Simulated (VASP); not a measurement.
Write the native input for VASP 6.6.1 that does the following.

| Item | Value |
| --- | --- |
| Task | single point |
| Functional | PBE |
| Potentials or basis | VASP PAW PBE potentials, release 64 (Rh_pv, H) |
| Cutoff | 520 eV |
| k mesh | 5 × 5 × 1 |
| Occupations | gaussian, width 0.1 eV |
| Spin | no spin polarisation |
| Dipole correction | yes |
| Further INCAR settings | ALGO = Normal; EDIFF = 1e-07; NBANDS = 104 |

The structure of HRh6 lies in POSCAR:

```
HRh6
1.0
    5.4163401145      0.0000000000      0.0000000000
    0.0000000000      5.4163401145      0.0000000000
    0.0000000000      0.0000000000     21.6737367085
Rh H
12 2
Direct
    0.2500000000      0.2500000000      0.1845551625
    0.2500000000      0.7500000000      0.1845551625
    0.7500000000      0.2500000000      0.1845551625
    0.7500000000      0.7500000000      0.1845551625
    0.0000000000      0.0000000000      0.2693761947
    0.0000000000      0.5000000000      0.2693761947
    0.5000000000      0.0000000000      0.2693761947
    0.5000000000      0.5000000000      0.2693761947
    0.2500000000      0.2500000000      0.3540569313
    0.2500000000      0.7500000000      0.3540569313
    0.7500000000      0.2500000000      0.3540569313
    0.7500000000      0.7500000000      0.3540569313
    0.4307650568      0.5000000000      0.4740177869
    0.5692349432      0.5000000000      0.4740177869
```

One way to write it, as run:

INCAR

```
  PREC = Accurate
  ENCUT = 520
  EDIFF = 1E-7
  ISMEAR = 0
  SIGMA = 0.1
  LREAL = F
  LASPH = T
  NELM = 60
  ALGO = Normal
  ISIF = 2
  LWAVE = F
  LCHARG = F
  LDIPOL = T
  IDIPOL = 3
  DIPOL = 0.5 0.5 0.299
  GGA = PE
  NBANDS = 104
```

KPOINTS

```
regular mesh
0
Gamma
  5 5 1
```

Potentials or basis: VASP PAW PBE potentials, release 64 (Rh_pv, H).

Launch:

```console
$ cat potpaw_PBE.64/Rh_pv/POTCAR potpaw_PBE.64/H/POTCAR > POTCAR
$ mpirun -np 1 vasp_std > vasp.out
```

Results of the run:

```json
{
  "Largest force": "0.178 eV/Å",
  "Band gap on the k mesh": "zero (bands 91 and 92 overlap by 0.70 eV)"
}
```

Wall time 82 min on 1 thread of Intel Xeon 8259CL (shared host), peak memory 0.79 GiB.
